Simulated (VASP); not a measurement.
A run of VASP 6.6.1 is set up as follows.

The input INCAR:

```
PREC     = Accurate       # precision mode
ENCUT    = 600            # plane-wave cutoff, eV
EDIFF    = 1E-6           # SCF threshold, eV
ISMEAR   = 0              # smearing method
SIGMA    = 0.02           # smearing width, eV
LREAL    = False          # projectors in reciprocal space
LASPH    = True           # aspherical terms in the spheres
NELM     = 60             # most SCF steps
ALGO     = Normal         # electronic algorithm
ISIF     = 3              # what is computed and relaxed
LWAVE    = False          # write WAVECAR
LCHARG   = False          # write CHGCAR
GGA      = PE             # functional
IBRION   = 2              # ionic algorithm
NSW      = 100            # ionic steps
EDIFFG   = -0.01          # ionic threshold
```

Contents of KPOINTS:

```
Automatic mesh
0
Gamma
  6 6 4
```

File POSCAR:

```
KH2
1.0
    3.9363961033     -2.5543457510      0.0000000000
    3.9363961033      2.5543457510      0.0000000000
   -0.1918280945      0.0000000000      5.6490250624
K H
2 4
Direct
    0.8290240533      0.8290240533      0.7477667377
    0.1709759467      0.1709759467      0.2522332623
    0.5401749274      0.5401749274      0.0418182560
    0.1847922776      0.1847922776      0.7484671373
    0.4598250726      0.4598250726      0.9581817440
    0.8152077224      0.8152077224      0.2515328627
```

Potentials or basis: VASP PAW PBE potentials, release 64 (K_sv, H).

The run is started by

```console
$ cat potpaw_PBE.64/K_sv/POTCAR potpaw_PBE.64/H/POTCAR > POTCAR
$ mpirun -np 1 vasp_std > vasp.out
```

(1) Predict the band gap on the k mesh.

(2) What does it give for the relaxed cell?

(3) What does it give for the relaxed volume?

Results:

(1) 3.24 eV (least direct gap 3.31 eV).

(2) a = 4.691 Å, b = 4.691 Å, c = 5.651 Å, α = 91.67°, β = 91.67°, γ = 65.99°.

(3) 18.92 Å³/atom.
